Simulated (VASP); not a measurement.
# Se (Im-3m) in VASP: a series of runs

Se is run at these levels: PBE; tasks: relaxation of cell and atoms.

Program: VASP 6.6.1. These are calculated values, not measurements. Logs are shortened: lines on timing, memory, paths and dates and some standing lists are left out, and cuts for length are marked.

## (1) The cell of the first run

Symmetry: Im-3m, No. 229, cubic system. The conventional cell has a = 2.808 Å, b = 2.808 Å, c = 2.808 Å, α = 90.00°, β = 90.00°, γ = 90.00°. Se (site symmetry m-3m) has 14 Se at 2.43 to 2.81 Å within 3.2 Å.

## (2) Relaxation of cell and atoms, PBE, target pressure 5 GPa, at which the enthalpy is minimised

File INCAR:

```
PREC = Accurate ; ENCUT = 600
EDIFF = 1E-6 ; ISMEAR = 1
SIGMA = 0.1 ; LREAL = False
LASPH = True ; NELM = 80
ALGO = Normal ; ISIF = 3
LWAVE = False ; LCHARG = False
GGA = PE ; IBRION = 2
NSW = 80 ; EDIFFG = -0.01
PSTRESS = 50.0
```

File KPOINTS:

```
regular mesh
0
Gamma
  13 13 13
```

File POSCAR:

```
Se
1.0
   -1.4038000000      1.4038000000      1.4038000000
    1.4038000000     -1.4038000000      1.4038000000
    1.4038000000      1.4038000000     -1.4038000000
Se
1
Direct
    0.0000000000      0.0000000000      0.0000000000
```

Potentials or basis: VASP PAW PBE potentials, release 64 (Se).

Run with:

```bash
cat potpaw_PBE.64/Se/POTCAR > POTCAR
mpirun -np 1 vasp_std > vasp.out
```

OUTCAR:

```text
PREC = Accurate
   ENCUT = 600
   EDIFF = 1E-6
   ISMEAR = 1
   LREAL = False
   LASPH = True
   NELM = 80
   ISIF = 3
   GGA = PE
   IBRION = 2
   NSW = 80
   EDIFFG = -0.01
   PSTRESS = 50.0

 ion  position               nearest neighbor table
   1  0.000  0.000  0.000-

  LATTYP: Found a body centered cubic cell.
 ALAT       =     2.8076000000

  Lattice vectors:

 A1 = (  -1.4038000000,   1.4038000000,   1.4038000000)
 A2 = (   1.4038000000,  -1.4038000000,   1.4038000000)
 A3 = (   1.4038000000,   1.4038000000,  -1.4038000000)

Analysis of symmetry for initial positions (statically):
=====================================================================
 Subroutine PRICEL returns:
 Original cell was already a primitive cell.

 Routine SETGRP: Setting up the symmetry group for a
 body centered cubic supercell.

 Subroutine GETGRP returns: Found 48 space group operations
 (whereof 48 operations were pure point group operations)
 out of a pool of 48 trial point group operations.

The static configuration has the point symmetry O_h .

Analysis of symmetry for dynamics (positions and initial velocities):
=====================================================================
 Subroutine PRICEL returns:
 Original cell was already a primitive cell.

 Routine SETGRP: Setting up the symmetry group for a
 body centered cubic supercell.

 Subroutine GETGRP returns: Found 48 space group operations
 (whereof 48 operations were pure point group operations)
 out of a pool of 48 trial point group operations.

The dynamic configuration has the point symmetry O_h .

 Subroutine INISYM returns: Found 48 space group operations
 (whereof 48 operations are pure point group operations),
 and found     1 'primitive' translations

----------------------------------------------------------------------------------------

                                     Primitive cell

  volume of cell :      11.0656

  direct lattice vectors                    reciprocal lattice vectors
    -1.403800000  1.403800000  1.403800000     0.000000000  0.356176093  0.356176093
     1.403800000 -1.403800000  1.403800000     0.356176093  0.000000000  0.356176093
     1.403800000  1.403800000 -1.403800000     0.356176093  0.356176093  0.000000000

  length of vectors
     2.431452924  2.431452924  2.431452924     0.503709062  0.503709062  0.503709062

  position of ions in fractional coordinates (direct lattice)
     0.000000000  0.000000000  0.000000000

  ion indices of the primitive-cell ions
   primitive index   ion index
                 1           1

----------------------------------------------------------------------------------------

 KPOINTS: regular mesh

Automatic generation of k-mesh.
 Grid dimensions read from file:
 generate k-points for:   13   13   13

 Generating k-lattice:

  Cartesian coordinates                     Fractional coordinates (reciprocal lattice)
     0.000000000  0.027398161  0.027398161     0.076923077  0.000000000  0.000000000
     0.027398161  0.000000000  0.027398161     0.000000000  0.076923077  0.000000000
     0.027398161  0.027398161  0.000000000     0.000000000  0.000000000  0.076923077

  Length of vectors
     0.038746851  0.038746851  0.038746851

  Shift w.r.t. Gamma in fractional coordinates (k-lattice)
     0.000000000  0.000000000  0.000000000

 Subroutine IBZKPT returns following result:
 ===========================================

 Found     84 irreducible k-points:

 Following reciprocal coordinates:
            Coordinates               Weight
  0.000000  0.000000  0.000000      1.000000
  0.076923  0.000000  0.000000     12.000000
  0.153846  0.000000  0.000000     12.000000
  0.230769  0.000000  0.000000     12.000000
  0.307692  0.000000  0.000000     12.000000
  0.384615  0.000000  0.000000     12.000000
[... 16 lines left out ...]
  0.153846  0.076923  0.076923     24.000000
  0.230769  0.076923  0.076923     24.000000
 [... further k-points ...]
   k-points           NKPTS =     84   k-points in BZ     NKDIM =     84   number of bands    NBANDS=      7
   number of dos      NEDOS =    301   number of ions     NIONS =      1
   total plane-waves  NPLWV =   8000
   dimension x,y,z NGX =    20 NGY =   20 NGZ =   20
   dimension x,y,z NGXF=    40 NGYF=   40 NGZF=   40
   ions per type =               1
   NGX,Y,Z   is equivalent  to a cutoff of  13.67, 13.67, 13.67 a.u.
   NGXF,Y,Z  is equivalent  to a cutoff of  27.35, 27.35, 27.35 a.u.
 SYSTEM =  unknown system
   PREC   = accura    normal or accurate (medium, high low for compatibility)
   ISTART =      0    job   : 0-new  1-cont  2-samecut
   ICHARG =      2    charge: 1-file 2-atom 10-const
   ISPIN  =      1    spin polarized calculation?
   LNONCOLLINEAR =      F non collinear calculations
   LSORBIT =      F    spin-orbit coupling
   LASPH  =      T    aspherical Exc in radial PAW
   ENCUT  =  600.0 eV  44.10 Ry    6.64 a.u.   4.86  4.86  4.86*2*pi/ulx,y,z
   NELM   =     80;   NELMIN=  2; NELMDL= -5     # of ELM steps
   EDIFF  = 0.1E-05   stopping-criterion for ELM
   LREAL  =      F    real-space projection
   EDIFFG = -.1E-01   stopping-criterion for IOM
   NSW    =     80    number of steps for IOM
   IBRION =      2    ionic relax: 0-MD 1-quasi-New 2-CG
   NFREE  =      1    steps in history (QN), initial steepest desc. (CG)
   ISIF   =      3    stress and relaxation
   ISYM   =      2    0-nonsym 1-usesym 2-fastsym
   POTIM  = 0.5000    time-step for ionic-motion
   TEBEG  =    0.0;   TEEND  =   0.0 temperature during run
   PSTRESS=   50.0 pullay stress
   NELECT =       6.0000    total number of electrons
   NUPDOWN=      -1.0000    fix difference up-down
   EMIN   =  10.00;   EMAX   =-10.00  energy-range for DOS
   EFERMI =   0.00;   METHOD = LEGACY
   ISMEAR =     1;   SIGMA  =   0.10  broadening in eV -4-tet -1-fermi 0-gaus
   EFERMI_NEDOS =   21; number of points for ismear=-14 and -15
   IALGO  =     38    algorithm
   IMIX   =      4    mixing-type and parameters
     AMIX     =   0.40;   BMIX     =  1.00
     AMIX_MAG =   1.60;   BMIX_MAG =  1.00
  volume/ion in A,a.u.               =      11.07        74.67
  Fermi-wavevector in a.u.,A,eV,Ry     =   1.334955  2.522699 24.247014  1.782105
  Thomas-Fermi vector in A             =   2.463697
   LORBIT       =      0    0 simple, 1 ext, 2 COOP (PROOUT), +10 PAW based schemes
   GGA     = PE    functional components
   LHFCALC =     F    Hartree Fock is set to
   AEXX    =    0.0000 exact exchange contribution
   IVDW    =     0    specifies the selected vdW correction
   LEPSILON=     F    determine dielectric tensor
   LRPA    =     F    only Hartree local field effects (RPA)
 conjugate gradient relaxation of ions
 non-spin polarized calculation
 Methfessel and Paxton  Order N= 1 SIGMA  =   0.10
  energy-cutoff  :      600.00
  volume of cell :       11.07
 maximum number of plane-waves:       382
   NGX =  9   NGY =  9   NGZ =  9

--------------------------------------- Ionic step        1  -------------------------------------------

 number of electron       6.0000001 magnetization

 Free energy of the ion-electron system (eV)
  ---------------------------------------------------
  ext. energy  EPLUGINS =         0.00000000
  ---------------------------------------------------
  free energy    TOTEN  =        -0.02341364 eV

  energy without entropy =       -0.02249507  energy(sigma->0) =       -0.02310745

 E-fermi :  15.3352     XC(G=0): -13.5708

 val. band max:       15.3301001631   @ k =  -0.3846   0.4615   0.2308
 cond. band min:      15.3656635763   @ k =  -0.4615  -0.4615   0.2308
 fundamental gap:      0.0355634131
 Fermi energy:        15.3351621627

 k-point     1 :       0.0000    0.0000    0.0000
  band No.  band energies     occupation
      1      -8.6634      2.00000
      2      23.0001      0.00000
      3      23.0001      0.00000
      4      23.0001      0.00000
      5      29.4068      0.00000
      6      29.4068      0.00000
      7      29.4068      0.00000
[... 221 lines left out ...]
 k-point    24 :       0.2308    0.0769    0.0769
  band No.  band energies     occupation
      1      -4.6430      2.00000
      2       9.8074      2.00000
      3      14.8680      2.00000
      4      16.8322     -0.00000
      5      27.7557      0.00000
      6      27.8123      0.00000
      7      33.8779      0.00000

 [... further k-points ...]
[... 5 lines left out ...]
  --------------------------------------------------------------------------------------
  -------------------------------------------------------------------------------------
  Total       11.9171873     11.9171873     11.9171873      0.0000000      0.0000000     -0.0000000
  in kB     1725.4748874   1725.4748874   1725.4748874      0.0000000      0.0000000     -0.0000000
  external PRESSURE =    1675.4748874 kB  Pullay stress =      50.0000000 kB
[... 24 lines left out ...]
--------------------------------------- Ionic step        2  -------------------------------------------

 number of electron       6.0000001 magnetization

 E-fermi :  -0.9942     XC(G=0):  -7.4747

 val. band max:       -1.0178471797   @ k =   0.3846   0.0000   0.0000
 cond. band min:      -0.9902527607   @ k =   0.3077   0.3077   0.0769
 fundamental gap:      0.0275944190
 Fermi energy:        -0.9941781683

 k-point     1 :       0.0000    0.0000    0.0000
  band No.  band energies     occupation
      1     -13.1321      2.00000
      2      -0.2272     -0.00000
      3      -0.2272     -0.00000
      4      -0.2272     -0.00000
      5       4.7606      0.00000
      6      10.0808      0.00000
      7      10.0808      0.00000
[... 221 lines left out ...]
 k-point    24 :       0.2308    0.0769    0.0769
  band No.  band energies     occupation
      1     -12.6692      2.00000
      2      -2.5884      2.00000
      3      -0.9705      0.61146
      4      -0.5157     -0.00000
      5       6.8235      0.00000
      6       8.2705      0.00000
      7       9.0927      0.00000

 [... further k-points ...]
[... 5 lines left out ...]
  --------------------------------------------------------------------------------------
  -------------------------------------------------------------------------------------
  Total       -2.2271273     -2.2271273     -2.2271273     -0.0000000      0.0000000     -0.0000000
  in kB      -85.2241326    -85.2241326    -85.2241326     -0.0000000      0.0000000     -0.0000000
  external PRESSURE =    -135.2241326 kB  Pullay stress =      50.0000000 kB
[... 209 lines left out ...]
--------------------------------------- Ionic step        8  -------------------------------------------

 number of electron       5.9999998 magnetization

 Free energy of the ion-electron system (eV)
  ---------------------------------------------------
  ext. energy  EPLUGINS =         0.00000000
  ---------------------------------------------------
  free energy    TOTEN  =        -2.90363571 eV

  energy without entropy =       -2.90297877  energy(sigma->0) =       -2.90341673

 E-fermi :   6.3128     XC(G=0): -10.8789

 val. band max:        6.3053095718   @ k =   0.3846   0.1538   0.0769
 cond. band min:       6.3280730117   @ k =  -0.2308   0.3077   0.0769
 fundamental gap:      0.0227634399
 Fermi energy:         6.3128024120

 k-point     1 :       0.0000    0.0000    0.0000
  band No.  band energies     occupation
      1     -10.4086      2.00000
      2       9.5605      0.00000
      3       9.5605      0.00000
      4       9.5605      0.00000
      5      18.2543      0.00000
      6      18.8118      0.00000
      7      18.8118      0.00000
[... 221 lines left out ...]
 k-point    24 :       0.2308    0.0769    0.0769
  band No.  band energies     occupation
      1      -8.1662      2.00000
      2       2.3922      2.00000
      3       6.2306      1.99102
      4       7.7167     -0.00000
      5      15.9501      0.00000
      6      16.4148      0.00000
      7      22.0277      0.00000

 [... further k-points ...]
[... 5 lines left out ...]
  --------------------------------------------------------------------------------------
  -------------------------------------------------------------------------------------
  Total        0.5982741      0.5982741      0.5982741     -0.0000000     -0.0000000      0.0000000
  in kB       50.1202061     50.1202061     50.1202061     -0.0000000     -0.0000000      0.0000000
  external PRESSURE =       0.1202061 kB  Pullay stress =      50.0000000 kB
[... 20 lines left out ...]
  energy  without entropy=       -2.9029787744  energy(sigma->0) =       -2.90341673

  enthalpy is  TOTEN    =        -2.3067965051 eV   P V=        0.5968392039

 reached required accuracy - stopping structural energy minimisation
```

It took 48 s on 1 thread of Intel Xeon 8259CL, shared host; peak memory 0.13 GiB.

What came out:

* Free energy: -2.9036 eV
* Relaxed volume: 19.12 Å³/atom
* Relaxed cell: a = 2.918 Å, b = 2.918 Å, c = 2.918 Å, α = 109.47°, β = 109.47°, γ = 109.47°
* Space group after relaxing (to 0.05 Å): Im-3m (No. 229)
* Energy change on relaxing (the enthalpy is what falls): -2880.2 meV/atom
* Ionic steps: 8
* Pressure after relaxing: 5.0 GPa
* Band gap on the k mesh: zero (band 3 reaches 9.56 eV, above the bottom of band 4 at 2.71 eV)

The path:
```
step  energy change (eV)  largest force (eV/Å)  pressure (GPa)  volume (Å³)
   1              0.0000                0.0000          172.55        11.07
   2             -1.6647                0.0000           -8.52        41.87
   3             -2.8954                0.0000           -1.58        20.77
   4             -2.8964                0.0000            1.29        19.97
   5             -2.8789                0.0000            5.21        19.08
   6             -2.8846                0.0000            4.27        19.28
   7             -2.8782                0.0000            5.32        19.06
   8             -2.8802                0.0000            5.01        19.12
```

Final structure:
```yaml
crystal:
  lattice:
    - [-1.68466, 1.68466, 1.68466]
    - [1.68466, -1.68466, 1.68466]
    - [1.68466, 1.68466, -1.68466]
  atoms:
    - { symbol: Se, position: [0.00000, 0.00000, 0.00000] }
```

Caveat: the cell is relaxed towards a set pressure, so the enthalpy falls and the energy may rise; the volume moved by over 15 % at a fixed basis, so the end points are rough. Zero-point motion and thermal expansion aren't in these numbers.

## (3) Relaxation of cell and atoms, PBE, target pressure 10 GPa, at which the enthalpy is minimised

File INCAR:

```
SYSTEM = Se
PREC = Accurate ; ENCUT = 600
EDIFF = 1E-6 ; ISMEAR = 1
SIGMA = 0.1 ; LREAL = .False.
LASPH = .True. ; NELM = 100
ALGO = Normal ; ISIF = 3
LWAVE = .False. ; LCHARG = .False.
GGA = PE ; IBRION = 2
NSW = 80 ; EDIFFG = -0.01
PSTRESS = 100.0
```

File KPOINTS:

```
regular mesh
0
Gamma
  13 13 13
  0 0 0
```

POSCAR is that of step 2.

Potentials or basis: VASP PAW PBE potentials, release 64 (Se).

Run with:

```bash
cat potpaw_PBE.64/Se/POTCAR > POTCAR
mpirun -np 1 vasp_std > vasp.out
```

OUTCAR:

```text
SYSTEM = Se
   PREC = Accurate
   ENCUT = 600
   EDIFF = 1E-6
   ISMEAR = 1
   LREAL = .False.
   LASPH = .True.
   NELM = 100
   ISIF = 3
   GGA = PE
   IBRION = 2
   NSW = 80
   EDIFFG = -0.01
   PSTRESS = 100.0

 ion  position               nearest neighbor table
   1  0.000  0.000  0.000-

  LATTYP: Found a body centered cubic cell.
 ALAT       =     2.8076000000

  Lattice vectors:

 A1 = (  -1.4038000000,   1.4038000000,   1.4038000000)
 A2 = (   1.4038000000,  -1.4038000000,   1.4038000000)
 A3 = (   1.4038000000,   1.4038000000,  -1.4038000000)

Analysis of symmetry for initial positions (statically):
=====================================================================
 Subroutine PRICEL returns:
[... 157 lines left out ...]
 maximum number of plane-waves:       382
   NGX =  9   NGY =  9   NGZ =  9

--------------------------------------- Ionic step        1  -------------------------------------------

 number of electron       6.0000001 magnetization

 Free energy of the ion-electron system (eV)
  ---------------------------------------------------
  ext. energy  EPLUGINS =         0.00000000
  ---------------------------------------------------
  free energy    TOTEN  =        -0.02341364 eV

  energy without entropy =       -0.02249507  energy(sigma->0) =       -0.02310745

 E-fermi :  15.3352     XC(G=0): -13.5708

 val. band max:       15.3301001631   @ k =  -0.3846   0.4615   0.2308
 cond. band min:      15.3656635763   @ k =  -0.4615  -0.4615   0.2308
 fundamental gap:      0.0355634131
 Fermi energy:        15.3351621627
[... 747 lines left out ...]
--------------------------------------- Ionic step        8  -------------------------------------------

 number of electron       5.9999999 magnetization

 Free energy of the ion-electron system (eV)
  ---------------------------------------------------
  ext. energy  EPLUGINS =         0.00000000
  ---------------------------------------------------
  free energy    TOTEN  =        -2.86329616 eV

  energy without entropy =       -2.86271817  energy(sigma->0) =       -2.86310350

 E-fermi :   6.9189     XC(G=0): -11.0994

 val. band max:        6.8713167765   @ k =   0.3846   0.1538   0.0769
 cond. band min:       6.9236928606   @ k =  -0.3846   0.3846   0.0769
 fundamental gap:      0.0523760842
 Fermi energy:         6.9188510420
[... 272 lines left out ...]
  energy  without entropy=       -2.8627181703  energy(sigma->0) =       -2.86310350

  enthalpy is  TOTEN    =        -1.7242066303 eV   P V=        1.1390895272

 reached required accuracy - stopping structural energy minimisation
```

OSZICAR:

```text
N       E                     dE             d eps       ncg     rms          rms(c)
DAV:   1     0.130373093688E+02    0.13037E+02   -0.37953E+03  1183   0.895E+02
DAV:   2     0.689091266551E-01   -0.12968E+02   -0.12018E+02  1687   0.920E+01
[... 59 lines left out ...]
   7 F= -.17241199E+01 E0= -.17239276E+01  d E =-.101561E-03
       N       E                     dE             d eps       ncg     rms          rms(c)
DAV:   1    -0.286346403796E+01   -0.43570E-02   -0.52179E-03  1204   0.478E-01    0.728E-02
DAV:   2    -0.286334204834E+01    0.12199E-03   -0.10982E-04  1281   0.832E-02    0.375E-02
DAV:   3    -0.286329575050E+01    0.46298E-04   -0.12803E-04  1211   0.708E-02    0.934E-03
DAV:   4    -0.286329615745E+01   -0.40695E-06   -0.39214E-07  1022   0.660E-03
   8 F= -.17242066E+01 E0= -.17240140E+01  d E =-.188284E-03
```

Run time: 52 s. Hardware: 1 thread of Intel Xeon 8259CL, shared host; peak memory 0.13 GiB.

Results:

- Free energy: -2.8633 eV
- Relaxed volume: 18.25 Å³/atom
- Relaxed cell: a = 2.873 Å, b = 2.873 Å, c = 2.873 Å, α = 109.47°, β = 109.47°, γ = 109.47°
- Space group after relaxing (to 0.05 Å): Im-3m (No. 229)
- Energy change on relaxing (the enthalpy is what falls): -2839.9 meV/atom
- Ionic steps: 8
- Pressure after relaxing: 10.0 GPa
- Band gap on the k mesh: zero (band 3 reaches 10.45 eV, above the bottom of band 4 at 3.07 eV)

Step by step:
| step | energy change (eV) | largest force (eV/Å) | pressure (GPa) | volume (Å³) |
| --- | --- | --- | --- | --- |
| 1 | 0.0000 | 0.0000 | 172.55 | 11.07 |
| 2 | -1.7368 | 0.0000 | -8.88 | 40.54 |
| 3 | -2.8970 | 0.0000 | 0.97 | 20.05 |
| 4 | -2.8787 | 0.0000 | 5.25 | 19.08 |
| 5 | -2.8354 | 0.0000 | 10.47 | 18.18 |
| 6 | -2.8457 | 0.0000 | 9.38 | 18.35 |
| 7 | -2.8357 | 0.0000 | 10.41 | 18.18 |
| 8 | -2.8399 | 0.0000 | 10.01 | 18.25 |

Final structure:
```
CELL_PARAMETERS angstrom
-1.65858 1.65858 1.65858
1.65858 -1.65858 1.65858
1.65858 1.65858 -1.65858
ATOMIC_POSITIONS crystal
Se 0.00000 0.00000 0.00000
```

Caveat: the cell is relaxed towards a set pressure, so the enthalpy falls and the energy may rise; the volume moved by over 15 % at a fixed basis, so the end points are rough. PBE usually gives volumes a little too large and moduli too small.
